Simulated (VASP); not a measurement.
# Li (Im-3m) in VASP: notebook

Li is run at these levels: PBE+D3(BJ), LDA, PBE+D4, RPBE; tasks: single point, relaxation of cell and atoms.

Program: VASP 6.6.1. These are calculated values, not measurements. Logs are shortened: lines on timing, memory, paths and dates and some standing lists are left out, and cuts for length are marked.

## 1. The cell of the first run

It takes space group Im-3m (No. 229, cubic). The conventional cell has a = 3.327 Å, b = 3.327 Å, c = 3.327 Å, α = 90.00°, β = 90.00°, γ = 90.00°. Li (site symmetry m-3m) has 14 Li at 2.88 to 3.33 Å within 3.8 Å.

## 2. Single point, PBE+D3(BJ)

INCAR reads:

```
SYSTEM = Li
PREC     = Accurate       ! precision mode
ENCUT    = 750            ! plane-wave cutoff, eV
EDIFF    = 1E-6           ! SCF threshold, eV
ISMEAR   = -1             ! smearing method
SIGMA    = 0.1            ! smearing width, eV
LREAL    = .FALSE.        ! projectors in reciprocal space
LASPH    = .TRUE.         ! aspherical terms in the spheres
NELM     = 120            ! most SCF steps
ALGO     = Normal         ! electronic algorithm
ISIF     = 2              ! what is computed and relaxed
LWAVE    = .FALSE.        ! write WAVECAR
LCHARG   = .FALSE.        ! write CHGCAR
GGA      = PE             ! functional
IVDW     = 12             ! dispersion correction
NBANDS   = 8              ! bands
GGA_COMPAT= .FALSE.
```

KPOINTS reads:

```
Automatic mesh
0
Gamma
  11 11 11
  0.5 0.5 0.5
```

POSCAR reads:

```
Li
1.0
   -1.6634562007      1.6634562007      1.6634562007
    1.6634562007     -1.6634562007      1.6634562007
    1.6634562007      1.6634562007     -1.6634562007
Li
1
Direct
    0.0000000000      0.0000000000      0.0000000000
```

Potentials or basis: VASP PAW PBE potentials, release 64 (Li_sv).

The run is started by

```sh
$ cat potpaw_PBE.64/Li_sv/POTCAR > POTCAR
$ mpirun -np 1 vasp_std > vasp.out
```

OUTCAR:

```text
SYSTEM = Li
   PREC = Accurate
   ENCUT = 750
   EDIFF = 1E-6
   ISMEAR = -1
   LREAL = .FALSE.
   LASPH = .TRUE.
   NELM = 120
   ISIF = 2
   GGA = PE
   IVDW = 12
 IVDW          = 12

 ion  position               nearest neighbor table
   1  0.000  0.000  0.000-

  LATTYP: Found a body centered cubic cell.
 ALAT       =     3.3269124014

  Lattice vectors:

 A1 = (  -1.6634562007,   1.6634562007,   1.6634562007)
 A2 = (   1.6634562007,  -1.6634562007,   1.6634562007)
 A3 = (   1.6634562007,   1.6634562007,  -1.6634562007)

Analysis of symmetry for initial positions (statically):
=====================================================================
 Subroutine PRICEL returns:
 Original cell was already a primitive cell.

 Routine SETGRP: Setting up the symmetry group for a
 body centered cubic supercell.

 Subroutine GETGRP returns: Found 48 space group operations
 (whereof 48 operations were pure point group operations)
 out of a pool of 48 trial point group operations.

The static configuration has the point symmetry O_h .

Analysis of symmetry for dynamics (positions and initial velocities):
=====================================================================
 Subroutine PRICEL returns:
 Original cell was already a primitive cell.

 Routine SETGRP: Setting up the symmetry group for a
 body centered cubic supercell.

 Subroutine GETGRP returns: Found 48 space group operations
 (whereof 48 operations were pure point group operations)
 out of a pool of 48 trial point group operations.

The dynamic configuration has the point symmetry O_h .

 Subroutine INISYM returns: Found 48 space group operations
 (whereof 48 operations are pure point group operations),
 and found     1 'primitive' translations

----------------------------------------------------------------------------------------

                                     Primitive cell

  volume of cell :      18.4117

  direct lattice vectors                    reciprocal lattice vectors
    -1.663456201  1.663456201  1.663456201     0.000000000  0.300578999  0.300578999
     1.663456201 -1.663456201  1.663456201     0.300578999  0.000000000  0.300578999
     1.663456201  1.663456201 -1.663456201     0.300578999  0.300578999  0.000000000

  length of vectors
     2.881190656  2.881190656  2.881190656     0.425082897  0.425082897  0.425082897

  position of ions in fractional coordinates (direct lattice)
     0.000000000  0.000000000  0.000000000

[... 77 lines left out ...]
   EDIFFG = 0.1E-04   stopping-criterion for IOM
   NSW    =      0    number of steps for IOM
   IBRION =     -1    ionic relax: 0-MD 1-quasi-New 2-CG
   NFREE  =      0    steps in history (QN), initial steepest desc. (CG)
   ISIF   =      2    stress and relaxation
   ISYM   =      2    0-nonsym 1-usesym 2-fastsym
   POTIM  = 0.5000    time-step for ionic-motion
   TEBEG  =    0.0;   TEEND  =   0.0 temperature during run
   PSTRESS=    0.0 pullay stress
   NELECT =       3.0000    total number of electrons
   NUPDOWN=      -1.0000    fix difference up-down
   EMIN   =  10.00;   EMAX   =-10.00  energy-range for DOS
   EFERMI =   0.00;   METHOD = LEGACY
   ISMEAR =    -1;   SIGMA  =   0.10  broadening in eV -4-tet -1-fermi 0-gaus
   EFERMI_NEDOS =   21; number of points for ismear=-14 and -15
   IALGO  =     38    algorithm
   IMIX   =      4    mixing-type and parameters
     AMIX     =   0.40;   BMIX     =  1.00
     AMIX_MAG =   1.60;   BMIX_MAG =  1.00
  volume/ion in A,a.u.               =      18.41       124.25
  Fermi-wavevector in a.u.,A,eV,Ry     =   0.894164  1.689725 10.878258  0.799529
  Thomas-Fermi vector in A             =   2.016334
   LORBIT       =      0    0 simple, 1 ext, 2 COOP (PROOUT), +10 PAW based schemes
   GGA     = PE    functional components
   LHFCALC =     F    Hartree Fock is set to
   AEXX    =    0.0000 exact exchange contribution
   IVDW    =    12    specifies the selected vdW correction
   LEPSILON=     F    determine dielectric tensor
   LRPA    =     F    only Hartree local field effects (RPA)
 non-spin polarized calculation
  energy-cutoff  :      750.00
  volume of cell :       18.41
 maximum number of plane-waves:       887
 NGX is ok and might be reduce to    28
   NGX = 13   NGY = 13   NGZ = 13

 number of electron       2.9999997 magnetization

 Free energy of the ion-electron system (eV)
  ---------------------------------------------------
  ext. energy  EPLUGINS =         0.00000000
  ---------------------------------------------------
  free energy    TOTEN  =        -1.90375934 eV

  energy without entropy =       -1.88838614  energy(sigma->0) =       -1.89607274

 E-fermi :   0.8737     XC(G=0):  -7.2828

 val. band max:        0.7953809901   @ k =  -0.4091   0.4091   0.1364
 cond. band min:       0.9934983728   @ k =   0.4091   0.0455   0.0455
 fundamental gap:      0.1981173827
 Fermi energy:         0.8737362174

 k-point     1 :       0.0455    0.0455    0.0455
  band No.  band energies     occupation
      1     -45.4537      2.00000
      2      -2.5478      2.00000
      3      15.1569      0.00000
      4      15.5046      0.00000
      5      15.5046      0.00000
      6      19.5377      0.00000
      7      19.5377      0.00000
      8      22.3701      0.00000
[... 243 lines left out ...]
 k-point    24 :      -0.3182    0.5000    0.0455
  band No.  band energies     occupation
      1     -45.4274      2.00000
      2       1.1448      0.12465
      3       5.6627      0.00000
      4       8.8664      0.00000
      5      13.3123      0.00000
      6      18.1321      0.00000
      7      20.1297      0.00000
      8      23.1302      0.00000

 [... further k-points ...]

------------------------ aborting loop because EDIFF is reached ----------------------------------------

 Edisp (eV)   -0.18610

 E8    (eV) :    -0.0773

  FORCE on cell =-STRESS in cart. coord.  units (eV):
  Direction    XX          YY          ZZ          XY          YZ          ZX
  --------------------------------------------------------------------------------------
  -------------------------------------------------------------------------------------
  Total      -0.02059    -0.02059    -0.02059    -0.00000     0.00000     0.00000
  in kB      -1.79163    -1.79163    -1.79163    -0.00000     0.00000     0.00000
  external pressure =       -1.79 kB  Pullay stress =        0.00 kB

 VOLUME and BASIS-vectors are now :
 -----------------------------------------------------------------------------
  energy-cutoff  :      750.00
  volume of cell :       18.41
      direct lattice vectors                 reciprocal lattice vectors
    -1.663456201  1.663456201  1.663456201     0.000000000  0.300578999  0.300578999
     1.663456201 -1.663456201  1.663456201     0.300578999  0.000000000  0.300578999
     1.663456201  1.663456201 -1.663456201     0.300578999  0.300578999  0.000000000

 POSITION                                       TOTAL-FORCE (eV/Angst)
 -----------------------------------------------------------------------------------
      0.00000      0.00000      0.00000         0.000000      0.000000     -0.000000
 -----------------------------------------------------------------------------------
    total drift:                               -0.000000     -0.000000      0.000000

  FREE ENERGIE OF THE ION-ELECTRON SYSTEM (eV)
  ---------------------------------------------------
  free  energy   TOTEN  =        -2.0898555045 eV

  energy  without entropy=       -2.0744823028  energy(sigma->0) =       -2.08216890
```

OSZICAR:

```text
N       E                     dE             d eps       ncg     rms          rms(c)
DAV:   1     0.391246211355E+00    0.39125E+00   -0.92571E+02   896   0.337E+02
DAV:   2    -0.185443190851E+01   -0.22457E+01   -0.22074E+01  1256   0.398E+01
DAV:   3    -0.190425781184E+01   -0.49826E-01   -0.49819E-01  1040   0.442E+00
DAV:   4    -0.190486441842E+01   -0.60661E-03   -0.60659E-03  1272   0.448E-01
DAV:   5    -0.190486702065E+01   -0.26022E-05   -0.26022E-05  1064   0.218E-02    0.181E-01
DAV:   6    -0.190410168848E+01    0.76533E-03   -0.35617E-04  1432   0.697E-02    0.108E-01
DAV:   7    -0.190376189344E+01    0.33980E-03   -0.86037E-04  1344   0.113E-01    0.299E-02
DAV:   8    -0.190375972910E+01    0.21643E-05   -0.51658E-06   952   0.205E-02    0.148E-03
DAV:   9    -0.190375933964E+01    0.38946E-06   -0.52139E-07   792   0.683E-03
   1 F= -.20898555E+01 E0= -.20821689E+01  d E =-.153732E-01
```

Run time: 5.8 s. Hardware: 1 thread of AMD EPYC 9R45 (Zen 5), shared host; peak memory 0.13 GiB.

What came out:

```
Free energy                : -2.0899 eV
Pressure                   : -0.2 GPa
Band gap on the k mesh     : zero (an odd number of electrons rules out a gap without spin polarisation)
Dispersion energy per atom : -0.186 eV
```

Levels at points of the mesh, in eV from the Fermi level:
```
           k point  band 1  band 2  band 3  band 4  band 5  band 6
(0.50, 0.50, 0.50)  -46.28    5.91    5.91    5.91    8.24    8.24
```

## 3. Single point, LDA

This run uses another cell than the first one, of 19.03 Å³/atom.

INCAR, as its differences from that of step 2:

```diff
@@ -13,4 +13,3 @@
 LCHARG   = .FALSE.        ! write CHGCAR
-GGA      = PE             ! functional
-IVDW     = 12             ! dispersion correction
+GGA      = CA             ! functional
 NBANDS   = 8              ! bands
```

KPOINTS is that of step 2.

POSCAR reads:

```
Li
1.0
   -1.6818772569      1.6818772569      1.6818772569
    1.6818772569     -1.6818772569      1.6818772569
    1.6818772569      1.6818772569     -1.6818772569
Li
1
Direct
    0.0000000000      0.0000000000      0.0000000000
```

Potentials or basis: VASP PAW LDA potentials, release 64 (Li_sv).

The run is started by

```sh
$ cat potpaw_LDA.64/Li_sv/POTCAR > POTCAR
$ mpirun -np 1 vasp_std > vasp.out
```

OUTCAR:

```text
SYSTEM = Li
   PREC = Accurate
   ENCUT = 750
   EDIFF = 1E-6
   ISMEAR = -1
   LREAL = .FALSE.
   LASPH = .TRUE.
   NELM = 120
   ISIF = 2
   GGA = CA

 ion  position               nearest neighbor table
   1  0.000  0.000  0.000-

  LATTYP: Found a body centered cubic cell.
 ALAT       =     3.3637545138

  Lattice vectors:

 A1 = (  -1.6818772569,   1.6818772569,   1.6818772569)
 A2 = (   1.6818772569,  -1.6818772569,   1.6818772569)
 A3 = (   1.6818772569,   1.6818772569,  -1.6818772569)

Analysis of symmetry for initial positions (statically):
=====================================================================
 Subroutine PRICEL returns:
 Original cell was already a primitive cell.

 Routine SETGRP: Setting up the symmetry group for a
 body centered cubic supercell.

 Subroutine GETGRP returns: Found 48 space group operations
 (whereof 48 operations were pure point group operations)
 out of a pool of 48 trial point group operations.

The static configuration has the point symmetry O_h .

Analysis of symmetry for dynamics (positions and initial velocities):
=====================================================================
 Subroutine PRICEL returns:
[... 152 lines left out ...]

  energy without entropy =       -2.03625841  energy(sigma->0) =       -2.04423062

 E-fermi :   0.7579     XC(G=0):  -7.3047

 val. band max:        0.6811260743   @ k =  -0.4091   0.4091   0.1364
 cond. band min:       0.8707625904   @ k =   0.4091   0.0455   0.0455
 fundamental gap:      0.1896365161
 Fermi energy:         0.7578688171

 k-point     1 :       0.0455    0.0455    0.0455
  band No.  band energies     occupation
      1     -44.7313      2.00000
      2      -2.5652      2.00000
      3      14.4886      0.00000
      4      14.8579      0.00000
      5      14.8579      0.00000
      6      18.9992      0.00000
      7      18.9992      0.00000
      8      21.8158      0.00000
[... 243 lines left out ...]
 k-point    24 :      -0.3182    0.5000    0.0455
  band No.  band energies     occupation
      1     -44.7055      2.00000
      2       1.0216      0.13356
      3       5.4213      0.00000
      4       8.5080      0.00000
      5      12.7568      0.00000
      6      17.6301      0.00000
      7      19.4973      0.00000
      8      22.4760      0.00000

 [... further k-points ...]
[... 5 lines left out ...]
  --------------------------------------------------------------------------------------
  -------------------------------------------------------------------------------------
  Total       -0.0156755     -0.0156755     -0.0156755      0.0000000     -0.0000000     -0.0000000
  in kB       -1.3197423     -1.3197423     -1.3197423      0.0000000     -0.0000000     -0.0000000
  external PRESSURE =      -1.3197423 kB  Pullay stress =       0.0000000 kB

 VOLUME and BASIS-vectors are now :
 -----------------------------------------------------------------------------
  energy-cutoff  :      750.00
  volume of cell :       19.03
      direct lattice vectors                 reciprocal lattice vectors
    -1.681877257  1.681877257  1.681877257     0.000000000  0.297286855  0.297286855
     1.681877257 -1.681877257  1.681877257     0.297286855  0.000000000  0.297286855
     1.681877257  1.681877257 -1.681877257     0.297286855  0.297286855  0.000000000

 POSITION                                       TOTAL-FORCE (eV/Angst)
 -----------------------------------------------------------------------------------
      0.00000      0.00000      0.00000         0.000000     -0.000000      0.000000
 -----------------------------------------------------------------------------------
    total drift:                                0.000000     -0.000000      0.000000

  FREE ENERGIE OF THE ION-ELECTRON SYSTEM (eV)
  ---------------------------------------------------
  free  energy   TOTEN  =        -2.0522028223 eV

  energy  without entropy=       -2.0362584146  energy(sigma->0) =       -2.04423062
```

OSZICAR:

```text
N       E                     dE             d eps       ncg     rms          rms(c)
DAV:   1     0.189332752053E+00    0.18933E+00   -0.89686E+02   896   0.328E+02
DAV:   2    -0.200131960378E+01   -0.21907E+01   -0.21316E+01  1256   0.381E+01
DAV:   3    -0.205287009813E+01   -0.51550E-01   -0.51548E-01  1080   0.493E+00
DAV:   4    -0.205330896777E+01   -0.43887E-03   -0.43887E-03  1288   0.409E-01
DAV:   5    -0.205330982229E+01   -0.85452E-06   -0.85440E-06  1056   0.186E-02    0.199E-01
DAV:   6    -0.205253517347E+01    0.77465E-03   -0.43554E-04  1400   0.805E-02    0.112E-01
DAV:   7    -0.205219988155E+01    0.33529E-03   -0.94832E-04  1416   0.120E-01    0.313E-02
DAV:   8    -0.205220277222E+01   -0.28907E-05   -0.12987E-05  1000   0.330E-02    0.584E-04
DAV:   9    -0.205220282225E+01   -0.50035E-07   -0.48346E-07   744   0.613E-03
   1 F= -.20522028E+01 E0= -.20442306E+01  d E =-.159444E-01
```

It took 5.5 s on 1 thread of AMD EPYC 9R45 (Zen 5), shared host; peak memory 0.1 GiB.

Results:

| Item | Value |
| --- | --- |
| Free energy | -2.0522 eV |
| Pressure | -0.1 GPa |
| Band gap on the k mesh | zero (an odd number of electrons rules out a gap without spin polarisation) |

[end of part 1 of 2]
